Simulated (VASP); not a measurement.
# Al5P4 in VASP: relaxation of the atoms with PBEsol

Aim: the relaxation of the atoms of Al5P4 with PBEsol.

Program: VASP 6.6.1. These are calculated values, not measurements. Logs are shortened: lines on timing, memory, paths and dates and some standing lists are left out, and cuts for length are marked.

**1. The cell of the first run**

The cell holds a slab with vacuum, 9 atoms: a = 3.868 Å, b = 3.868 Å, c = 25.941 Å, α = 90.00°, β = 90.00°, γ = 90.00°.

**2. Relaxation of the atoms, PBEsol**

INCAR

```
PREC = Accurate
ENCUT = 450
EDIFF = 1E-7
ISMEAR = 0
SIGMA = 0.05
LREAL = F
LASPH = T
NELM = 120
ALGO = Normal
ISIF = 2
LWAVE = F
LCHARG = F
LDIPOL = T
IDIPOL = 3
DIPOL = 0.5 0.5 0.500
GGA = PS
IBRION = 2
NSW = 80
EDIFFG = -0.02
GGA_COMPAT = F
NELMIN = 4
NELMDL = -8
```

KPOINTS

```
regular mesh
0
Gamma
  7 7 1
```

POSCAR

```
Al5P4
1.0
    3.8681183919      0.0000000000      0.0000000000
    0.0000000000      3.8681183919      0.0000000000
    0.0000000000      0.0000000000     25.9406909813
Al P
5 4
Direct
    0.5000000000      0.5000000000      0.2891210572
    0.0000000000      0.0000000000      0.3945605286
    0.5000000000      0.5000000000      0.5000000000
    0.0000000000      0.0000000000      0.6054394714
    0.5000000000      0.5000000000      0.7108789428
    0.5000000000      0.0000000000      0.3418407929
    0.0000000000      0.5000000000      0.4472802643
    0.5000000000      0.0000000000      0.5527197357
    0.0000000000      0.5000000000      0.6581592071
```

Potentials or basis: VASP PAW PBE potentials, release 64 (Al, P).

Command:

```console
cat potpaw_PBE.64/Al/POTCAR potpaw_PBE.64/P/POTCAR > POTCAR
mpirun -np 1 vasp_std > vasp.out
```

OUTCAR:

```text
PREC = Accurate
   ENCUT = 450
   EDIFF = 1E-7
   ISMEAR = 0
   LREAL = F
   LASPH = T
   NELM = 120
   ISIF = 2
   GGA = PS
   IBRION = 2
   NSW = 80
   EDIFFG = -0.02
   NELMIN = 4
   NELMDL = -8

 ion  position               nearest neighbor table
   1  0.500  0.500  0.289-   6 2.37   6 2.37
   2  0.000  0.000  0.395-   7 2.37   7 2.37   6 2.37   6 2.37
   3  0.500  0.500  0.500-   7 2.37   8 2.37   8 2.37   7 2.37
   4  0.000  0.000  0.605-   8 2.37   8 2.37   9 2.37   9 2.37
   5  0.500  0.500  0.711-   9 2.37   9 2.37
   6  0.500  0.000  0.342-   1 2.37   2 2.37   1 2.37   2 2.37
   7  0.000  0.500  0.447-   2 2.37   2 2.37   3 2.37   3 2.37
   8  0.500  0.000  0.553-   4 2.37   4 2.37   3 2.37   3 2.37
   9  0.000  0.500  0.658-   4 2.37   5 2.37   4 2.37   5 2.37

  LATTYP: Found a simple tetragonal cell.
 ALAT       =     3.8681183919
 C/A-ratio  =     6.7062815439

  Lattice vectors:

 A1 = (   3.8681183919,   0.0000000000,   0.0000000000)
 A2 = (   0.0000000000,   3.8681183919,   0.0000000000)
 A3 = (   0.0000000000,   0.0000000000,  25.9406909813)

Analysis of symmetry for initial positions (statically):
=====================================================================
 Subroutine PRICEL returns:
 Original cell was already a primitive cell.

 Routine SETGRP: Setting up the symmetry group for a
 simple tetragonal supercell.

 Subroutine GETGRP returns: Found  8 space group operations
 (whereof  8 operations were pure point group operations)
 out of a pool of 16 trial point group operations.

The static configuration has the point symmetry D_2d.

Analysis of symmetry for dynamics (positions and initial velocities):
=====================================================================
 Subroutine PRICEL returns:
 Original cell was already a primitive cell.

 Routine SETGRP: Setting up the symmetry group for a
 simple tetragonal supercell.

 Subroutine GETGRP returns: Found  8 space group operations
 (whereof  8 operations were pure point group operations)
 out of a pool of 16 trial point group operations.

The dynamic configuration has the point symmetry D_2d.

 Subroutine INISYM returns: Found  8 space group operations
 (whereof  8 operations are pure point group operations),
 and found     1 'primitive' translations

----------------------------------------------------------------------------------------

                                     Primitive cell

  volume of cell :     388.1334

  direct lattice vectors                    reciprocal lattice vectors
     3.868118392  0.000000000  0.000000000     0.258523628  0.000000000  0.000000000
     0.000000000  3.868118392  0.000000000     0.000000000  0.258523628  0.000000000
     0.000000000  0.000000000 25.940690981     0.000000000  0.000000000  0.038549474

  length of vectors
     3.868118392  3.868118392 25.940690981     0.258523628  0.258523628  0.038549474

  position of ions in fractional coordinates (direct lattice)
     0.500000000  0.500000000  0.289121057
     0.000000000  0.000000000  0.394560529
     0.500000000  0.500000000  0.500000000
     0.000000000  0.000000000  0.605439471
     0.500000000  0.500000000  0.710878943
     0.500000000  0.000000000  0.341840793
     0.000000000  0.500000000  0.447280264
     0.500000000  0.000000000  0.552719736
     0.000000000  0.500000000  0.658159207

  ion indices of the primitive-cell ions
   primitive index   ion index
                 1           1
                 2           2
                 3           3
                 4           4
                 5           5
                 6           6
                 7           7
                 8           8
                 9           9

----------------------------------------------------------------------------------------

 KPOINTS: regular mesh

Automatic generation of k-mesh.
 Grid dimensions read from file:
 generate k-points for:    7    7    1

 Generating k-lattice:

  Cartesian coordinates                     Fractional coordinates (reciprocal lattice)
     0.036931947  0.000000000  0.000000000     0.142857143  0.000000000  0.000000000
     0.000000000  0.036931947  0.000000000     0.000000000  0.142857143  0.000000000
     0.000000000  0.000000000  0.038549474     0.000000000  0.000000000  1.000000000

  Length of vectors
     0.036931947  0.036931947  0.038549474

  Shift w.r.t. Gamma in fractional coordinates (k-lattice)
     0.000000000  0.000000000  0.000000000

 Subroutine IBZKPT returns following result:
 ===========================================

 Found     10 irreducible k-points:

 Following reciprocal coordinates:
            Coordinates               Weight
  0.000000  0.000000  0.000000      1.000000
  0.142857  0.000000  0.000000      4.000000
  0.285714  0.000000  0.000000      4.000000
  0.428571  0.000000  0.000000      4.000000
  0.142857  0.142857  0.000000      4.000000
  0.285714  0.142857  0.000000      8.000000
  0.428571  0.142857  0.000000      8.000000
  0.285714  0.285714  0.000000      4.000000
  0.428571  0.285714  0.000000      8.000000
  0.428571  0.428571  0.000000      4.000000
   k-points           NKPTS =     10   k-points in BZ     NKDIM =     10   number of bands    NBANDS=     22
   number of dos      NEDOS =    301   number of ions     NIONS =      9
   total plane-waves  NPLWV = 141120
   dimension x,y,z NGX =    28 NGY =   28 NGZ =  180
   dimension x,y,z NGXF=    56 NGYF=   56 NGZF=  360
   ions per type =               5   4
   NGX,Y,Z   is equivalent  to a cutoff of  12.03, 12.03, 11.54 a.u.
   NGXF,Y,Z  is equivalent  to a cutoff of  24.07, 24.07, 23.07 a.u.
 SYSTEM =  unknown system
   PREC   = accura    normal or accurate (medium, high low for compatibility)
   ISTART =      0    job   : 0-new  1-cont  2-samecut
   ICHARG =      2    charge: 1-file 2-atom 10-const
   ISPIN  =      1    spin polarized calculation?
   LNONCOLLINEAR =      F non collinear calculations
   LSORBIT =      F    spin-orbit coupling
   LASPH  =      T    aspherical Exc in radial PAW
   ENCUT  =  450.0 eV  33.07 Ry    5.75 a.u.   6.69  6.69 44.87*2*pi/ulx,y,z
   NELM   =    120;   NELMIN=  4; NELMDL= -8     # of ELM steps
   EDIFF  = 0.1E-06   stopping-criterion for ELM
   LREAL  =      F    real-space projection
   EDIFFG = -.2E-01   stopping-criterion for IOM
   NSW    =     80    number of steps for IOM
   IBRION =      2    ionic relax: 0-MD 1-quasi-New 2-CG
   NFREE  =      1    steps in history (QN), initial steepest desc. (CG)
   ISIF   =      2    stress and relaxation
   ISYM   =      2    0-nonsym 1-usesym 2-fastsym
   POTIM  = 0.5000    time-step for ionic-motion
   TEBEG  =    0.0;   TEEND  =   0.0 temperature during run
   PSTRESS=    0.0 pullay stress
   NELECT =      35.0000    total number of electrons
   NUPDOWN=      -1.0000    fix difference up-down
   EMIN   =  10.00;   EMAX   =-10.00  energy-range for DOS
   EFERMI =   0.00;   METHOD = LEGACY
   ISMEAR =     0;   SIGMA  =   0.05  broadening in eV -4-tet -1-fermi 0-gaus
   EFERMI_NEDOS =   21; number of points for ismear=-14 and -15
   IALGO  =     38    algorithm
   IMIX   =      4    mixing-type and parameters
     AMIX     =   0.40;   BMIX     =  1.00
     AMIX_MAG =   1.60;   BMIX_MAG =  1.00
  volume/ion in A,a.u.               =      43.13       291.03
  Fermi-wavevector in a.u.,A,eV,Ry     =   0.734126  1.387297  7.332733  0.538941
  Thomas-Fermi vector in A             =   1.827003
   LORBIT       =      0    0 simple, 1 ext, 2 COOP (PROOUT), +10 PAW based schemes
   GGA     = PS    functional components
   LHFCALC =     F    Hartree Fock is set to
   AEXX    =    0.0000 exact exchange contribution
   IVDW    =     0    specifies the selected vdW correction
   LEPSILON=     F    determine dielectric tensor
   LRPA    =     F    only Hartree local field effects (RPA)
 conjugate gradient relaxation of ions
 non-spin polarized calculation
 Gauss-broadening in eV      SIGMA  =   0.05
  energy-cutoff  :      450.00
  volume of cell :      388.13
 maximum number of plane-waves:      8459
 NGX is ok and might be reduce to    28
   NGX = 13   NGY = 13   NGZ = 89

--------------------------------------- Ionic step        1  -------------------------------------------

 number of electron      35.0000001 magnetization

 Free energy of the ion-electron system (eV)
  ---------------------------------------------------
  ext. energy  EPLUGINS =         0.00000000
  ---------------------------------------------------
  free energy    TOTEN  =       -44.02270778 eV

  energy without entropy =      -44.01387468  energy(sigma->0) =      -44.01829123

------------------------ aborting loop because EDIFF is reached ----------------------------------------

  FORCE on cell =-STRESS in cart. coord.  units (eV):
  Direction    XX          YY          ZZ          XY          YZ          ZX
  --------------------------------------------------------------------------------------
  -------------------------------------------------------------------------------------
  Total       -1.7298444     -1.7298444      0.9446056      0.0000000      0.0000000      0.0000000
  in kB       -7.1406305     -7.1406305      3.8992407      0.0000000      0.0000000      0.0000000
  external PRESSURE =      -3.4606735 kB  Pullay stress =       0.0000000 kB
[... 110 lines left out ...]
  FREE ENERGIE OF THE ION-ELECTRON SYSTEM (eV)
  ---------------------------------------------------
  free  energy   TOTEN  =       -44.0365886375 eV

  energy  without entropy=      -44.0296061833  energy(sigma->0) =      -44.03309741

 dipolmoment           0.000000      0.000000     -0.000000 electrons x Angstroem

[... ionic steps 4 to 8 ...]

--------------------------------------- Ionic step        9  -------------------------------------------

 number of electron      35.0000003 magnetization

------------------------ aborting loop because EDIFF is reached ----------------------------------------

  FORCE on cell =-STRESS in cart. coord.  units (eV):
  Direction    XX          YY          ZZ          XY          YZ          ZX
  --------------------------------------------------------------------------------------
  -------------------------------------------------------------------------------------
  Total       -2.0209748     -2.0209748      0.3712413      0.0000000      0.0000000      0.0000000
  in kB       -8.3423889     -8.3423889      1.5324481      0.0000000      0.0000000      0.0000000
  external PRESSURE =      -5.0507765 kB  Pullay stress =       0.0000000 kB
[... 71 lines left out ...]
  energy  without entropy=      -44.0333576866  energy(sigma->0) =      -44.03649210

--------------------------------------- Ionic step       11  -------------------------------------------

 number of electron      35.0000001 magnetization

 dipolmoment           0.000000      0.000000      0.000000 electrons x Angstroem

 Free energy of the ion-electron system (eV)
  ---------------------------------------------------
  ext. energy  EPLUGINS =         0.00000000
  ---------------------------------------------------
  free energy    TOTEN  =       -44.04001741 eV

  energy without entropy =      -44.03379919  energy(sigma->0) =      -44.03690830

 E-fermi :   0.0083     XC(G=0):  -5.2493

 val. band max:       -0.0240118316   @ k =   0.2857   0.1429   0.0000
 cond. band min:       0.0272891313   @ k =   0.4286   0.4286   0.0000
 fundamental gap:      0.0513009630
 Fermi energy:         0.0083098821

 k-point     1 :       0.0000    0.0000    0.0000
  band No.  band energies     occupation
      1     -12.1481      2.00000
      2     -11.6798      2.00000
      3     -11.0079      2.00000
      4     -10.3065      2.00000
      5      -5.9388      2.00000
      6      -5.1897      2.00000
[... 239 lines left out ...]
     21       1.6465      0.00000
     22       1.7493      0.00000

------------------------ aborting loop because EDIFF is reached ----------------------------------------

 vacuum level on the upper side and lower side of the slab       (xc-potential included)        -0.128        -0.128

  FORCE on cell =-STRESS in cart. coord.  units (eV):
  Direction    XX          YY          ZZ          XY          YZ          ZX
  --------------------------------------------------------------------------------------
  -------------------------------------------------------------------------------------
  Total       -2.1516554     -2.1516554      0.1211073      0.0000000      0.0000000      0.0000000
  in kB       -8.8818256     -8.8818256      0.4999193      0.0000000      0.0000000      0.0000000
  external PRESSURE =      -5.7545773 kB  Pullay stress =       0.0000000 kB

 VOLUME and BASIS-vectors are now :
 -----------------------------------------------------------------------------
  energy-cutoff  :      450.00
  volume of cell :      388.13
      direct lattice vectors                 reciprocal lattice vectors
     3.868118392  0.000000000  0.000000000     0.258523628  0.000000000  0.000000000
     0.000000000  3.868118392  0.000000000     0.000000000  0.258523628  0.000000000
     0.000000000  0.000000000 25.940690981     0.000000000  0.000000000  0.038549474
[... 15 lines left out ...]
  FREE ENERGIE OF THE ION-ELECTRON SYSTEM (eV)
  ---------------------------------------------------
  free  energy   TOTEN  =       -44.0400174054 eV

  energy  without entropy=      -44.0337991924  energy(sigma->0) =      -44.03690830

 reached required accuracy - stopping structural energy minimisation

 vacuum level on the upper side and lower side of the slab         4.878         4.878
```

Wall time 11 min (1 thread of Intel Xeon Platinum 8259CL at 2.50GHz (Skylake/Cascade Lake), shared host); peak memory 0.4 GiB.

What came out:

```yaml
Free_energy: -44.0400 eV
Energy_gained_by_relaxing: 1.9 meV/atom
Ionic_steps: 11
Largest_force_after_relaxing: 0.014 eV/Å
Band_gap_on_the_k_mesh: zero (an odd number of electrons rules out a gap without spin polarisation)
```

Forces on the atoms (eV/Å):
```
Al   0.000  0.000 -0.008
Al   0.000  0.000  0.005
Al   0.000  0.000  0.000
Al   0.000  0.000 -0.005
Al   0.000  0.000  0.008
P    0.000  0.000 -0.005
P    0.000  0.000 -0.014
P    0.000  0.000  0.014
P    0.000  0.000  0.005
```

Step by step:
| step | energy change (eV) | largest force (eV/Å) | pressure (GPa) |
| --- | --- | --- | --- |
| 1 | 0.0000 | 0.2785 | -0.35 |
| 2 | -0.0095 | 0.1761 | -0.38 |
| 3 | -0.0139 | 0.0981 | -0.43 |
| 4 | -0.0139 | 0.0921 | -0.43 |
| 5 | -0.0157 | 0.0452 | -0.45 |
| 6 | -0.0162 | 0.0367 | -0.48 |
| 7 | -0.0164 | 0.0207 | -0.49 |
| 8 | -0.0165 | 0.0396 | -0.50 |
| 9 | -0.0166 | 0.0370 | -0.51 |
| 10 | -0.0169 | 0.0292 | -0.53 |
| 11 | -0.0173 | 0.0139 | -0.58 |

Final structure:
```
CELL_PARAMETERS angstrom
3.86812 0.00000 0.00000
0.00000 3.86812 0.00000
0.00000 0.00000 25.94069
ATOMIC_POSITIONS crystal
Al 0.50000 0.50000 0.28694
Al 0.00000 0.00000 0.39489
Al 0.50000 0.50000 0.50000
Al 0.00000 0.00000 0.60511
Al 0.50000 0.50000 0.71306
P 0.50000 0.00000 0.34185
P 0.00000 0.50000 0.44736
P 0.50000 0.00000 0.55264
P 0.00000 0.50000 0.65815
```

Caveat: the PAW data sets were made with another functional, which shifts forces and pressure a little.
